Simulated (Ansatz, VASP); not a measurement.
## Al3GaN4: VASP beside Ansatz

File POSCAR:

```
Al3GaN4
1.0
    4.8905204001      0.0000000000     -0.0003877738
    0.0000000000      3.0445664026      0.0000000000
   -0.0036743960      0.0000000000      5.2701273624
Al Ga N
3 1 4
Direct
    0.5007334529      0.5000000000      0.1674724603
    0.0013888308      0.5000000000      0.8351570220
    0.0015917478      0.0000000000      0.3313954086
    0.4995067879      0.0000000000      0.6659320776
    0.1097226343      0.0000000000      0.6662378798
    0.1224534574      0.5000000000      0.1673219011
    0.6250275227      0.5000000000      0.8407613541
    0.6231745662      0.0000000000      0.3257228965
```

Contents of INCAR.step1:

```
  PREC = Accurate
  ENCUT = 520
  ISMEAR = 0
  SIGMA = 0.02
  LREAL = False
  LASPH = True
  NELM = 100
  NBANDS = 31
  GGA = PE
  ALGO = Normal
  EDIFF = 1E-4
  LWAVE = True
  LCHARG = False
```

File INCAR.step2:

```
  PREC = Accurate
  ENCUT = 520
  EDIFF = 1E-7
  ISMEAR = 0
  SIGMA = 0.02
  LREAL = False
  LASPH = True
  NELM = 100
  ALGO = Normal
  ISIF = 2
  LWAVE = False
  LCHARG = False
  METAGGA = R2SCAN
  LMIXTAU = True
  NBANDS = 31
  ISTART = 1
```

The input KPOINTS:

```
regular mesh
0
Gamma
  6 8 4
```

Input for Ansatz:

```yaml
crystal:
  lattice:
    - [4.8905204001, 0.0, -0.0003877738]
    - [0.0, 3.0445664026, 0.0]
    - [-0.003674396, 0.0, 5.2701273624]
  atoms:
    - { symbol: Al, position: [0.5007334529, 0.5, 0.1674724603] }
    - { symbol: Al, position: [0.0013888308, 0.5, 0.835157022] }
    - { symbol: Al, position: [0.0015917478, 0.0, 0.3313954086] }
    - { symbol: Ga, position: [0.4995067879, 0.0, 0.6659320776] }
    - { symbol: "N", position: [0.1097226343, 0.0, 0.6662378798] }
    - { symbol: "N", position: [0.1224534574, 0.5, 0.1673219011] }
    - { symbol: "N", position: [0.6250275227, 0.5, 0.8407613541] }
    - { symbol: "N", position: [0.6231745662, 0.0, 0.3257228965] }
basis:
  ecutwfc: 500
kpoints:
  mp_grid: { grid: [6, 8, 4] }
  band_path: { path: [VBM, CBM], npoints: 2 }
hamiltonian:
  xc: r2scan
scf:
  occupations: { method: gaussian, width: 0.02 }
output:
  forces: true
  stress: true
  eigenvalues: true
checkpoint:
  read: start.run
  write: ck
  compress: false
  write_wavefunctions: false
  write_every: 100000
```

Alike in both runs: task single point; functional r2SCAN; k mesh 6 × 8 × 4; occupations gaussian, width 0.02 eV; no spin polarisation.

|  | VASP | Ansatz |
| --- | --- | --- |
| version | VASP 6.6.1 | Ansatz 0.2.0 |
| potentials or method | VASP PAW PBE potentials, release 64 (Al, Ga_d, N), cutoff 520 eV | scalar-relativistic, plane waves, PAW |
| valence electrons in the cell | 42 | 42 |

Ansatz gave:

| Item | Value |
| --- | --- |
| gap on the k mesh at the Fermi level (eV) | 4.84 |
| least direct gap on the mesh (eV) | 4.84 |
| pressure (GPa) | 20.0 |
| rms of the force components (eV/Å) | 0.003 |

Question: Which values does VASP return?

Answer: gap on the k mesh at the Fermi level (eV): 4.86; least direct gap on the mesh (eV): 4.86; pressure (GPa): 20.2; rms of the force components (eV/Å): 0.031.

VASP's potentials were made for PBE, not for r2SCAN. Atom by atom the forces differ by 0.031 eV/Å (rms over components). The functional is the same, so the differences come from potentials, cutoffs and numerics.
